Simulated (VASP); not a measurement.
BaP4: single point with PBE

The system is BaP4.

```
CELL_PARAMETERS angstrom
6.35705 0.00000 0.00000
0.00000 6.35705 0.00000
0.00000 0.00000 6.35705
ATOMIC_POSITIONS crystal
Ba 0.00000 0.00000 0.00000
P 0.00000 0.50000 0.50000
P 0.50000 0.00000 0.50000
P 0.50000 0.50000 0.00000
P 0.50000 0.50000 0.50000
```

```
Program             : VASP 6.6.1
Task                : single point
Functional          : PBE
Potentials or basis : VASP PAW PBE potentials, release 64 (Ba_sv, P)
Cutoff              : 520 eV
k mesh              : 4 × 4 × 4
Occupations         : gaussian, width 0.1 eV
Spin                : no spin polarisation
```

The pressure is -8.1 GPa and the band gap on the k mesh is zero (band 15 reaches -0.08 eV, above the bottom of band 16 at -0.33 eV).

Levels at points of the mesh, in eV from the Fermi level:
| k point | band 12 | band 13 | band 14 | band 15 | band 16 | band 17 |
| --- | --- | --- | --- | --- | --- | --- |
| (0.00, 0.00, 0.00) | 0.00 | 0.00 | 0.00 | 0.01 | 0.01 | 0.01 |
| (0.50, 0.00, 0.00) | -0.32 | -0.28 | -0.28 | -0.10 | -0.10 | 0.06 |
| (0.50, 0.50, 0.00) | -0.71 | -0.40 | -0.40 | 0.05 | 0.07 | 0.33 |
| (0.50, 0.50, 0.50) | -0.13 | -0.13 | -0.13 | 0.08 | 0.08 | 0.11 |

Wall time 39 s on 1 thread of AMD EPYC 9R14 (Zen 4) (shared host), peak memory 0.3 GiB.

Caveat: spin-orbit coupling is left out, which moves the levels of the heavy elements.
